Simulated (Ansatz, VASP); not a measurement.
One calculation of BAs, two programs

The input INCAR:

```
PREC = Accurate
ENCUT = 500
EDIFF = 1E-6
ISMEAR = -1
SIGMA = 0.05
LREAL = F
LASPH = T
NELM = 120
ALGO = Normal
ISIF = 2
LWAVE = F
LCHARG = F
GGA = PS
NBANDS = 11
GGA_COMPAT = F
```

KPOINTS

```
Automatic mesh
0
Gamma
  14 14 14
```

File POSCAR:

```
BAs
1.0
    0.0000000000      2.3351338051      2.3351338051
    2.3351338051      0.0000000000      2.3351338051
    2.3351338051      2.3351338051      0.0000000000
B As
1 1
Direct
    0.0000000000      0.0000000000      0.0000000000
    0.2500000000      0.2500000000      0.2500000000
```

Input for Ansatz:

```yaml
crystal:
  lattice:
    - [0.0, 2.3351338051, 2.3351338051]
    - [2.3351338051, 0.0, 2.3351338051]
    - [2.3351338051, 2.3351338051, 0.0]
  atoms:
    - { symbol: B, position: [0.0, 0.0, 0.0] }
    - { symbol: As, position: [0.25, 0.25, 0.25] }
kpoints:
  mp_grid: { grid: [14, 14, 14] }
scf:
  occupations: { method: fermi_dirac, width: 0.05 }
hamiltonian:
  xc: pbesol
  pseudopotentials: { kind: all_electron, lapw: { basis_error: 0.001 } }
output:
  forces: true
  stress: true
  eigenvalues: true
  populations: true
```

Change from the starting cell: volume scaled by 0.94, LAPW.

Alike in both runs: task single point; functional PBEsol; k mesh 14 × 14 × 14; occupations fermi-dirac, width 0.05 eV; no spin polarisation.

|  | VASP | Ansatz |
| --- | --- | --- |
| version | VASP 6.6.1 | Ansatz 0.2.0 |
| potentials or method | VASP PAW PBE potentials, release 64 (B, As), cutoff 500 eV | all-electron LAPW, scalar-relativistic |

VASP gave:

```
pressure (GPa) : 11.0
```

Task: Estimate Ansatz's values.

Result: Pressure (GPa): 9.8.

VASP's potentials were made for PBE, not for PBEsol. Ansatz ran all-electron here, and VASP with PAW potentials.
